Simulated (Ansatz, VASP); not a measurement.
**MgO: VASP beside Ansatz**

INCAR

```
SYSTEM = MgO
ALGO = Normal
EDIFF = 1E-6
ENCUT = 600
GGA = PE
GGA_COMPAT = .FALSE.
ISIF = 2
ISMEAR = 0
LASPH = .TRUE.
LCHARG = .FALSE.
LREAL = .FALSE.
LWAVE = .FALSE.
NBANDS = 11
NELM = 120
PREC = Accurate
SIGMA = 0.05
```

File KPOINTS:

```
k-points
0
G
  10 10 10
  0 0 0
```

File POSCAR:

```
MgO
1.0
   -0.4627172392      1.9306477911      1.9306477911
    1.9306477911     -0.4627172392      1.9306477911
    1.9306477911      1.9306477911     -0.4627172392
Mg O
1 1
Direct
    0.0000000000      0.0000000000      0.0000000000
    0.5000000000      0.5000000000      0.5000000000
```

Input for Ansatz:

```yaml
crystal:
  lattice:
    - [-0.4627172392, 1.9306477911, 1.9306477911]
    - [1.9306477911, -0.4627172392, 1.9306477911]
    - [1.9306477911, 1.9306477911, -0.4627172392]
  atoms:
    - { symbol: Mg, position: [0.0, 0.0, 0.0] }
    - { symbol: O, position: [0.5, 0.5, 0.5] }
basis:
  ecutwfc: 420
kpoints:
  mp_grid: { grid: [10, 10, 10] }
hamiltonian:
  xc: pbe
scf:
  occupations: { method: gaussian, width: 0.05 }
output:
  forces: true
  stress: true
  eigenvalues: true
```

Alike in both runs: task single point; functional PBE; k mesh 10 × 10 × 10; occupations gaussian, width 0.05 eV; no spin polarisation.

```csv
,VASP,Ansatz
version,VASP 6.6.1,Ansatz 0.2.0
potentials or method,"VASP PAW PBE potentials, release 64 (Mg, O), cutoff 600 eV","scalar-relativistic, plane waves, PAW"
valence electrons in the cell,8,16
```

|  | VASP | Ansatz | Ansatz less VASP |
| --- | --- | --- | --- |
| gap on the k mesh at the Fermi level (eV) | 2.63 | 2.66 | +0.023 |
| least direct gap on the mesh (eV) | 2.63 | 2.66 | +0.023 |
| pressure (GPa) | -2.7 | -1.8 | +0.92 |
| traceless stress, the component that is largest in VASP (GPa) | 14.12 | 14.04 | -0.085 |

With one functional, cell and mesh, what is left measures potentials, basis and numerics. VASP's potentials hold 8 valence electrons a cell and Ansatz's 16, so a difference there can come from the potentials and not from the codes.
